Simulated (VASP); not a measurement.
# SiC3 (R3m) in VASP: settings compared

The runs below take SiC3 through single point, with PBEsol, LDA.

Everything below comes from runs of VASP 6.6.1. Logs are shortened: lines on timing, memory, paths and dates and some standing lists are left out, and cuts for length are marked.

## (1) The cell of the first run

It takes space group R3m (No. 160, trigonal). The conventional cell has a = 2.831 Å, b = 2.831 Å, c = 14.010 Å, α = 90.00°, β = 90.00°, γ = 120.00°. C (site symmetry 3m) has 3 C at 1.72 Å and 1 Si at 1.89 Å within 2.3 Å. C (site symmetry 3m) has 1 C at 1.54 Å and 3 Si at 1.79 Å within 2.0 Å. Within 2.0 Å of C (site symmetry 3m) lie 4 C at 1.54 to 1.72 Å. Within 2.4 Å of Si (site symmetry 3m) lie 4 C at 1.79 to 1.89 Å.

## (2) Single point, PBEsol

Contents of INCAR:

```
ALGO = Normal
EDIFF = 1E-6
ENCUT = 520
GGA = PS
ISIF = 2
ISMEAR = 0
LASPH = True
LCHARG = True
LELF = True
LREAL = False
LVHAR = True
LWAVE = False
NBANDS = 16
NELM = 60
PREC = Accurate
SIGMA = 0.01
```

Contents of KPOINTS:

```
k-points
0
Gamma
  4 4 4
```

Contents of POSCAR:

```
SiC3
1.0
    1.4154339595      0.8172011775      4.6700734293
   -1.4154339595      0.8172011775      4.6700734293
    0.0000000000     -1.6344023551      4.6700734293
C Si
3 1
Direct
    1.0082378924      0.0082378924      0.0082378924
    0.4889604674      0.4889604674      0.4889604674
    0.3791724033      0.3791724033      0.3791724033
    0.8736292368      0.8736292368      0.8736292368
```

Potentials or basis: VASP PAW PBE potentials, release 64 (C, Si).

The run is started by

```sh
cat potpaw_PBE.64/C/POTCAR potpaw_PBE.64/Si/POTCAR > POTCAR
mpirun -np 1 vasp_std > vasp.out
```

OUTCAR:

```text
EDIFF = 1E-6
   ENCUT = 520
   GGA = PS
   ISIF = 2
   ISMEAR = 0
   LASPH = True
   LREAL = False
   NELM = 60
   PREC = Accurate

 ion  position               nearest neighbor table
   1  0.008  0.008  0.008-   3 1.72   3 1.72   3 1.72   4 1.89
   2  0.489  0.489  0.489-   3 1.54   4 1.79   4 1.79   4 1.79
   3  0.379  0.379  0.379-   2 1.54   1 1.72   1 1.72   1 1.72
   4  0.874  0.874  0.874-   2 1.79   2 1.79   2 1.79   1 1.89

  LATTYP: Found a trigonal (rhomboedric) cell.
 ALAT       =     4.9478133446
 COS(alpha) =     0.8363249046

  Lattice vectors:

 A1 = (   1.4154339595,   0.8172011775,   4.6700734293)
 A2 = (  -1.4154339595,   0.8172011775,   4.6700734293)
 A3 = (   0.0000000000,  -1.6344023551,   4.6700734293)

Analysis of symmetry for initial positions (statically):
=====================================================================
 Subroutine PRICEL returns:
 Original cell was already a primitive cell.

 Routine SETGRP: Setting up the symmetry group for a
 trigonal (rhombohedral) supercell.

 Subroutine GETGRP returns: Found  6 space group operations
 (whereof  6 operations were pure point group operations)
 out of a pool of 12 trial point group operations.

The static configuration has the point symmetry C_3v.

Analysis of symmetry for dynamics (positions and initial velocities):
=====================================================================
 Subroutine PRICEL returns:
 Original cell was already a primitive cell.

 Routine SETGRP: Setting up the symmetry group for a
 trigonal (rhombohedral) supercell.

 Subroutine GETGRP returns: Found  6 space group operations
 (whereof  6 operations were pure point group operations)
 out of a pool of 12 trial point group operations.

The dynamic configuration has the point symmetry C_3v.

 Subroutine INISYM returns: Found  6 space group operations
 (whereof  6 operations are pure point group operations),
 and found     1 'primitive' translations

----------------------------------------------------------------------------------------

                                     Primitive cell

  volume of cell :      32.4111

  direct lattice vectors                    reciprocal lattice vectors
     1.415433960  0.817201177  4.670073429     0.353248554  0.203948148  0.071376465
    -1.415433960  0.817201177  4.670073429    -0.353248554  0.203948148  0.071376465
     0.000000000 -1.634402355  4.670073429     0.000000000 -0.407896296  0.071376465

  length of vectors
     4.947813345  4.947813345  4.947813345     0.414094178  0.414094178  0.414094178

  position of ions in fractional coordinates (direct lattice)
     0.008237892  0.008237892  0.008237892
     0.488960467  0.488960467  0.488960467
     0.379172403  0.379172403  0.379172403
     0.873629237  0.873629237  0.873629237

  ion indices of the primitive-cell ions
   primitive index   ion index
                 1           1
                 2           2
                 3           3
                 4           4

----------------------------------------------------------------------------------------

 KPOINTS: k-points

Automatic generation of k-mesh.
 Grid dimensions read from file:
 generate k-points for:    4    4    4

 Generating k-lattice:

  Cartesian coordinates                     Fractional coordinates (reciprocal lattice)
     0.088312139  0.050987037  0.017844116     0.250000000  0.000000000  0.000000000
    -0.088312139  0.050987037  0.017844116     0.000000000  0.250000000  0.000000000
     0.000000000 -0.101974074  0.017844116    -0.000000000 -0.000000000  0.250000000

  Length of vectors
     0.103523544  0.103523544  0.103523544

  Shift w.r.t. Gamma in fractional coordinates (k-lattice)
     0.000000000  0.000000000  0.000000000

 Subroutine IBZKPT returns following result:
 ===========================================

 Found     13 irreducible k-points:

 Following reciprocal coordinates:
            Coordinates               Weight
  0.000000  0.000000  0.000000      1.000000
  0.250000 -0.000000  0.000000      6.000000
  0.500000 -0.000000  0.000000      3.000000
  0.250000  0.250000  0.000000      6.000000
  0.500000  0.250000  0.000000     12.000000
 -0.250000  0.250000  0.000000      6.000000
  0.500000  0.500000  0.000000      3.000000
  0.250000  0.250000  0.250000      2.000000
  0.500000  0.250000  0.250000      6.000000
 -0.250000  0.250000  0.250000      6.000000
  0.500000  0.500000  0.250000      6.000000
 -0.250000  0.500000  0.250000      6.000000
  0.500000  0.500000  0.500000      1.000000
   k-points           NKPTS =     13   k-points in BZ     NKDIM =     13   number of bands    NBANDS=     16
   number of dos      NEDOS =    301   number of ions     NIONS =      4
   total plane-waves  NPLWV =  64000
   dimension x,y,z NGX =    40 NGY =   40 NGZ =   40
   dimension x,y,z NGXF=    80 NGYF=   80 NGZF=   80
   ions per type =               3   1
   NGX,Y,Z   is equivalent  to a cutoff of  13.44, 13.44, 13.44 a.u.
   NGXF,Y,Z  is equivalent  to a cutoff of  26.88, 26.88, 26.88 a.u.
 SYSTEM =  unknown system
   PREC   = accura    normal or accurate (medium, high low for compatibility)
   ISTART =      0    job   : 0-new  1-cont  2-samecut
   ICHARG =      2    charge: 1-file 2-atom 10-const
   ISPIN  =      1    spin polarized calculation?
   LNONCOLLINEAR =      F non collinear calculations
   LSORBIT =      F    spin-orbit coupling
   LASPH  =      T    aspherical Exc in radial PAW
   ENCUT  =  520.0 eV  38.22 Ry    6.18 a.u.   9.20  9.20  9.20*2*pi/ulx,y,z
   NELM   =     60;   NELMIN=  2; NELMDL= -5     # of ELM steps
   EDIFF  = 0.1E-05   stopping-criterion for ELM
   LREAL  =      F    real-space projection
   EDIFFG = 0.1E-04   stopping-criterion for IOM
   NSW    =      0    number of steps for IOM
   IBRION =     -1    ionic relax: 0-MD 1-quasi-New 2-CG
   NFREE  =      0    steps in history (QN), initial steepest desc. (CG)
   ISIF   =      2    stress and relaxation
   ISYM   =      2    0-nonsym 1-usesym 2-fastsym
   POTIM  = 0.5000    time-step for ionic-motion
   TEBEG  =    0.0;   TEEND  =   0.0 temperature during run
   PSTRESS=    0.0 pullay stress
   NELECT =      16.0000    total number of electrons
   NUPDOWN=      -1.0000    fix difference up-down
   EMIN   =  10.00;   EMAX   =-10.00  energy-range for DOS
   EFERMI =   0.00;   METHOD = LEGACY
   ISMEAR =     0;   SIGMA  =   0.01  broadening in eV -4-tet -1-fermi 0-gaus
   EFERMI_NEDOS =   21; number of points for ismear=-14 and -15
   IALGO  =     38    algorithm
   IMIX   =      4    mixing-type and parameters
     AMIX     =   0.40;   BMIX     =  1.00
     AMIX_MAG =   1.60;   BMIX_MAG =  1.00
  volume/ion in A,a.u.               =       8.10        54.68
  Fermi-wavevector in a.u.,A,eV,Ry     =   1.293849  2.445020 22.776773  1.674046
  Thomas-Fermi vector in A             =   2.425469
   LORBIT       =      0    0 simple, 1 ext, 2 COOP (PROOUT), +10 PAW based schemes
   GGA     = PS    functional components
   LHFCALC =     F    Hartree Fock is set to
   AEXX    =    0.0000 exact exchange contribution
   IVDW    =     0    specifies the selected vdW correction
   LEPSILON=     F    determine dielectric tensor
   LRPA    =     F    only Hartree local field effects (RPA)
 non-spin polarized calculation
 Gauss-broadening in eV      SIGMA  =   0.01
  energy-cutoff  :      520.00
  volume of cell :       32.41
 maximum number of plane-waves:       880
 NGX is ok and might be reduce to    40
   NGX = 19   NGY = 19   NGZ = 19

 number of electron      16.0000000 magnetization

 Free energy of the ion-electron system (eV)
  ---------------------------------------------------
  ext. energy  EPLUGINS =         0.00000000
  ---------------------------------------------------
  free energy    TOTEN  =       -32.77291916 eV

  energy without entropy =      -32.77291916  energy(sigma->0) =      -32.77291916

 E-fermi :   9.2686     XC(G=0): -12.1802

 val. band max:        9.1397107851   @ k =   0.0000   0.0000   0.0000
 cond. band min:      10.5689422050   @ k =   0.5000   0.5000   0.0000
 fundamental gap:      1.4292314198
 Fermi energy:         9.2685981769

 k-point     1 :       0.0000    0.0000    0.0000
  band No.  band energies     occupation
      1      -9.3886      2.00000
      2      -4.6294      2.00000
      3      -2.2542      2.00000
      4       6.2807      2.00000
      5       6.2807      2.00000
      6       8.1483      2.00000
[... 8 lines left out ...]
     15      17.6296      0.00000
     16      22.0608      0.00000

 k-point     2 :       0.2500   -0.0000    0.0000
  band No.  band energies     occupation
      1      -8.1476      2.00000
      2      -3.7885      2.00000
      3      -1.0163      2.00000
      4       2.2676      2.00000
      5       5.0453      2.00000
      6       5.0795      2.00000
[... 8 lines left out ...]
     15      19.9615      0.00000
     16      21.4474      0.00000

 k-point     3 :       0.5000   -0.0000    0.0000
  band No.  band energies     occupation
      1      -5.4194      2.00000
      2      -3.7453      2.00000
      3      -0.7903      2.00000
      4       0.9579      2.00000
      5       2.5265      2.00000
      6       4.0373      2.00000
[... 8 lines left out ...]
     15      20.2458      0.00000
     16      21.6257      0.00000

 k-point     4 :       0.2500    0.2500    0.0000
  band No.  band energies     occupation
      1      -8.0592      2.00000
      2      -4.2460      2.00000
      3      -0.4913      2.00000
      4       2.5267      2.00000
      5       4.4255      2.00000
      6       4.8350      2.00000
[... 8 lines left out ...]
     15      20.4838      0.00000
     16      21.2524      0.00000

 k-point     5 :       0.5000    0.2500    0.0000
  band No.  band energies     occupation
      1      -5.7743      2.00000
      2      -2.9692      2.00000
      3      -0.9041      2.00000
      4       1.1348      2.00000
      5       2.0617      2.00000
      6       3.6464      2.00000
[... 8 lines left out ...]
     15      20.0776      0.00000
     16      21.9164      0.00000

 k-point     6 :      -0.2500    0.2500    0.0000
  band No.  band energies     occupation
      1      -5.9788      2.00000
      2      -2.2941      2.00000
      3      -1.0311      2.00000
      4       1.4935      2.00000
      5       2.1586      2.00000
      6       2.6946      2.00000
[... 8 lines left out ...]
     15      20.4854      0.00000
     16      20.7941      0.00000

 k-point     7 :       0.5000    0.5000    0.0000
  band No.  band energies     occupation
      1      -5.3961      2.00000
      2      -2.7768      2.00000
      3      -2.0684      2.00000
      4      -0.5743      2.00000
      5       3.7126      2.00000
      6       3.8218      2.00000
[... 8 lines left out ...]
     15      22.4720      0.00000
     16      23.1011      0.00000

 k-point     8 :       0.2500    0.2500    0.2500
  band No.  band energies     occupation
      1      -9.1026      2.00000
      2      -5.9897      2.00000
      3      -0.3278      2.00000
      4       6.3206      2.00000
      5       6.3206      2.00000
      6       6.4730      2.00000
[... 8 lines left out ...]
     15      17.9179      0.00000
     16      22.3119      0.00000

 k-point     9 :       0.5000    0.2500    0.2500
  band No.  band energies     occupation
      1      -7.7294      2.00000
      2      -5.3091      2.00000
      3       0.9225      2.00000
      4       2.5453      2.00000
      5       4.9372      2.00000
      6       5.0321      2.00000
[... 8 lines left out ...]
     15      20.0114      0.00000
     16      20.4967      0.00000

 k-point    10 :      -0.2500    0.2500    0.2500
  band No.  band energies     occupation
      1      -5.4143      2.00000
      2      -3.3589      2.00000
      3      -1.5321      2.00000
      4       0.4182      2.00000
      5       2.7608      2.00000
      6       3.9721      2.00000
[... 8 lines left out ...]
     15      21.6309      0.00000
     16      22.3243      0.00000

 k-point    11 :       0.5000    0.5000    0.2500
  band No.  band energies     occupation
      1      -7.5672      2.00000
      2      -5.6460      2.00000
      3       1.3226      2.00000
      4       2.7560      2.00000
      5       4.5988      2.00000
      6       4.8242      2.00000
[... 8 lines left out ...]
     15      20.6056      0.00000
     16      20.7014      0.00000

 k-point    12 :      -0.2500    0.5000    0.2500
  band No.  band energies     occupation
      1      -5.4913      2.00000
      2      -3.5880      2.00000
      3      -0.8815      2.00000
      4       0.7264      2.00000
      5       2.9996      2.00000
      6       3.6161      2.00000
[... 8 lines left out ...]
     15      19.9846      0.00000
     16      21.5065      0.00000

 k-point    13 :       0.5000    0.5000    0.5000
  band No.  band energies     occupation
      1      -8.6304      2.00000
      2      -7.0550      2.00000
      3       1.9860      2.00000
      4       4.1255      2.00000
      5       6.3640      2.00000
      6       6.3640      2.00000
[... 8 lines left out ...]
     15      18.2590      0.00000
     16      22.6387      0.00000

------------------------ aborting loop because EDIFF is reached ----------------------------------------

  FORCE on cell =-STRESS in cart. coord.  units (eV):
  Direction    XX          YY          ZZ          XY          YZ          ZX
  --------------------------------------------------------------------------------------
  -------------------------------------------------------------------------------------
  Total       -0.0418471     -0.0418471     -0.2655774      0.0000000      0.0000000      0.0000000
  in kB       -2.0686275     -2.0686275    -13.1282902      0.0000000      0.0000000      0.0000000
  external PRESSURE =      -5.7551817 kB  Pullay stress =       0.0000000 kB

 VOLUME and BASIS-vectors are now :
 -----------------------------------------------------------------------------
  energy-cutoff  :      520.00
  volume of cell :       32.41
      direct lattice vectors                 reciprocal lattice vectors
     1.415433960  0.817201177  4.670073429     0.353248554  0.203948148  0.071376465
    -1.415433960  0.817201177  4.670073429    -0.353248554  0.203948148  0.071376465
     0.000000000 -1.634402355  4.670073429     0.000000000 -0.407896296  0.071376465

 POSITION                                       TOTAL-FORCE (eV/Angst)
 -----------------------------------------------------------------------------------
      0.00000     -0.00000      0.11541         0.000000     -0.000000      0.360703
      0.00000     -0.00000      6.85044         0.000000      0.000000     -0.373884
      0.00000     -0.00000      5.31229         0.000000      0.000000     -0.147121
      0.00000     -0.00000     12.23974         0.000000     -0.000000      0.160302
 -----------------------------------------------------------------------------------
    total drift:                                0.000000     -0.000000     -0.000095

  FREE ENERGIE OF THE ION-ELECTRON SYSTEM (eV)
  ---------------------------------------------------
  free  energy   TOTEN  =       -32.7729191627 eV

  energy  without entropy=      -32.7729191627  energy(sigma->0) =      -32.77291916
```

Wall time 15 s (1 thread of Intel Xeon Platinum 8488C (Sapphire Rapids), shared host); peak memory 0.22 GiB.

What came out:

```yaml
Free_energy: -32.7729 eV
Pressure: -0.6 GPa
Largest_force: 0.374 eV/Å
Band_gap_on_the_k_mesh: 1.43 eV, indirect (least direct gap 3.06 eV)
```

Forces in eV/Å, atoms in the order of the input:
```
C    0.000  0.000  0.361
C    0.000  0.000 -0.374
C    0.000  0.000 -0.147
Si   0.000  0.000  0.160
```

Stress tensor (GPa, compression positive):
```
-0.21  0.00  0.00
 0.00 -0.21  0.00
 0.00  0.00 -1.31
```

Levels at points of the mesh, in eV from the valence-band top:
```csv
k point,band 6,band 7,band 8,band 9,band 10,band 11
"(0.00, 0.00, 0.00)",-0.99,0.00,0.00,3.85,4.64,4.64
"(0.50, 0.00, 0.00)",-5.10,-4.98,-2.46,3.10,3.97,6.14
"(0.50, 0.50, 0.00)",-5.32,-2.37,-1.63,1.43,2.54,6.34
"(0.50, 0.50, 0.50)",-2.78,-0.36,-0.36,3.92,5.23,5.23
```

Caveat: the k points lie up to 0.65 Å⁻¹ apart; the PAW data sets were made with another functional, which shifts forces and pressure a little. PBEsol gaps usually lie below the measured ones, often by a third to a half.

## (3) Single point, PBEsol

Contents of INCAR:

```
  ALGO = Normal
  EDIFF = 1E-6
  ENCUT = 520
  GGA = PS
  ISIF = 2
  ISMEAR = 0
  LASPH = True
  LCHARG = False
  LREAL = False
  LWAVE = False
  NBANDS = 16
  NELM = 60
  PREC = Accurate
  SIGMA = 0.01
```

Contents of KPOINTS:

```
k-points
0
Gamma
  5 5 5
```

POSCAR is that of step 2.

Potentials or basis: VASP PAW PBE potentials, release 64 (C, Si).

The run is started by

```sh
cat potpaw_PBE.64/C/POTCAR potpaw_PBE.64/Si/POTCAR > POTCAR
mpirun -np 1 vasp_std > vasp.out
```

Run time: 19 s. Hardware: 1 thread of Intel Xeon Platinum 8488C (Sapphire Rapids), shared host; peak memory 0.21 GiB.

The run converged. Its results:

- Free energy: -32.8757 eV
- Pressure: -0.8 GPa
- Largest force: 0.408 eV/Å
- Band gap on the k mesh: 1.47 eV, indirect (least direct gap 3.12 eV)

Forces on the atoms (eV/Å):
```
C    0.000  0.000  0.335
C    0.000  0.000 -0.408
C    0.000  0.000 -0.147
Si   0.000  0.000  0.220
```

Stress tensor (GPa, compression positive):
```
-0.97  0.00  0.00
 0.00 -0.97  0.00
 0.00  0.00 -0.46
```

Levels at points of the mesh, in eV from the valence-band top:
```csv
k point,band 5,band 6,band 7,band 8,band 9,band 10,band 11,band 12
"(0.00, 0.00, 0.00)",-2.86,-0.99,0.00,0.00,3.86,4.64,4.64,4.83
```

Caveat: the k points lie up to 0.52 Å⁻¹ apart; the PAW data sets were made with another functional, which shifts forces and pressure a little. A k mesh can miss the band edges.

(Part 1 of 2 ends here.)
